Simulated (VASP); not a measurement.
## Ru: single point with PBE-based screened hybrid

The system is Ru.

```
Ru
1.0
     2.70580    0.00000    0.00000
    -1.35290    2.34329    0.00000
     0.00000    0.00000    4.28190
Ru
2
Cartesian
  1.3529 0.7811 3.2114
  0.0000 1.5622 1.0705
```

```yaml
Program: VASP 6.6.1
Task: single point
Functional: PBE-based screened hybrid
Potentials_or_basis: VASP PAW PBE potentials, release 64 (Ru_pv)
Cutoff: 520 eV
k_mesh: 6 × 6 × 3
Occupations: fermi-dirac, width 0.05 eV
Spin: no spin polarisation
Dipole_correction: no
Grid_for_exact_exchange_PRECFOCK: Normal
Share_of_exact_exchange: 0.25
Further_INCAR_settings: ALGO = Normal; EDIFF = 1e-07; NBANDS = 21
Screening_parameter: 0.3 1/Å
```

- Pressure: -7.2 GPa
- Band gap on the k mesh: zero (band 14 reaches 14.41 eV, above the bottom of band 15 at 10.81 eV)

Stress tensor (GPa, compression positive):
```
 -4.88   0.00   0.00
  0.00  -4.88   0.00
  0.00   0.00 -11.72
```

Levels at points of the mesh, in eV from the Fermi level:
```csv
k point,band 12,band 13,band 14,band 15,band 16,band 17
"(0.00, 0.00, 0.00)",-2.23,-2.23,-1.70,-1.70,1.37,1.37
"(0.50, 0.00, 0.00)",-1.92,-1.67,1.69,2.14,2.16,4.61
```

It took 19 min on 1 thread of Intel(R) Xeon(R) 6975P-C (Granite Rapids), on a shared host, peak memory 0.25 GiB.

Caveat: the k points lie up to 0.49 Å⁻¹ apart; the PAW data sets were made with another functional, which shifts forces and pressure a little.
